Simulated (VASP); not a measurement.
A run of VASP 6.6.1 is set up as follows.

INCAR

```
SYSTEM = In3Cl
ALGO = Normal
EDIFF = 1E-6
ENCUT = 520
GGA = PE
ISIF = 2
ISMEAR = 0
IVDW = 12
LASPH = .True.
LCHARG = .False.
LREAL = .False.
LWAVE = .False.
NBANDS = 56
NELM = 80
PREC = Accurate
SIGMA = 0.1
```

The input KPOINTS:

```
k-points
0
Gamma
  6 6 6
  0 0 0
```

POSCAR

```
In3Cl
1.0
    6.4400328320      0.0000000000      0.0000000000
   -3.2200164160      5.5772320337      0.0000000000
    0.0000000000      0.0000000000      6.1714384880
In Cl
6 2
Direct
    0.2998024717      0.1499012359      0.7500000000
    0.8500987641      0.1499012359      0.7500000000
    0.8500987641      0.7001975283      0.7500000000
    0.7001975283      0.8500987641      0.2500000000
    0.1499012359      0.8500987641      0.2500000000
    0.1499012359      0.2998024717      0.2500000000
    0.6666666667      0.3333333333      0.2500000000
    0.3333333333      0.6666666667      0.7500000000
```

Potentials or basis: VASP PAW PBE potentials, release 64 (In_d, Cl).

Run with:

```console
$ cat potpaw_PBE.64/In_d/POTCAR potpaw_PBE.64/Cl/POTCAR > POTCAR
$ mpirun -np 1 vasp_std > vasp.out
```

(1) Estimate the largest force.

(2) What does it give for the dispersion energy per atom?

(3) What does it give for the band gap on the k mesh?

## Answers

(1) 1.616 eV/Å.

(2) -0.278 eV.

(3) zero (bands 46 and 47 overlap by 1.97 eV).

Caveat: the cell differs from its parent crystal (strained and its atoms moved); spin-orbit coupling is left out, which moves the levels of the heavy elements; forces of over 1 eV/Å act on the atoms, so gaps and moduli don't describe the material at rest.
